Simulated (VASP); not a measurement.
The system is Zn.

```xyz
1
Lattice="0.0000 1.9648 1.9648 1.9648 0.0000 1.9648 1.9648 1.9648 0.0000" Properties=species:S:1:pos:R:3 pbc="T T T"
Zn    0.0000    0.0000    0.0000
```

| Item | Value |
| --- | --- |
| Program | VASP 6.6.1 |
| Task | relaxation of cell and atoms |
| Functional | PBEsol-based global hybrid |
| Potentials or basis | VASP PAW PBE potentials, release 64 (Zn) |
| Cutoff | 500 eV |
| k mesh | 6 × 6 × 6 |
| Occupations | fermi-dirac, width 0.05 eV |
| Spin | no spin polarisation |

At the start: pressure -4.4 GPa; volume 15.17 Å³/atom.

Q: How do energy, volume and symmetry change on relaxing?

A: Over 3 steps the energy falls by 11.6 meV/atom and the volume is 14.36 Å³/atom (-5.3 %); space group Fm-3m (No. 225, to 0.05 Å).

The path:
```csv
step,energy change (eV),largest force (eV/Å),pressure (GPa),volume (Å³)
1,0.0000,0.0000,-4.37,15.17
2,-0.0115,0.0000,0.52,14.28
3,-0.0116,0.0000,-0.06,14.36
```

Final structure:
```
Zn
1.0
     0.00000    1.92912    1.92912
     1.92912    0.00000    1.92912
     1.92912    1.92912    0.00000
Zn
1
Cartesian
  0.0000 0.0000 0.0000
```

Caveat: the k points lie up to 0.47 Å⁻¹ apart in the final cell; the PAW data sets were made with another functional, which shifts forces and pressure a little.
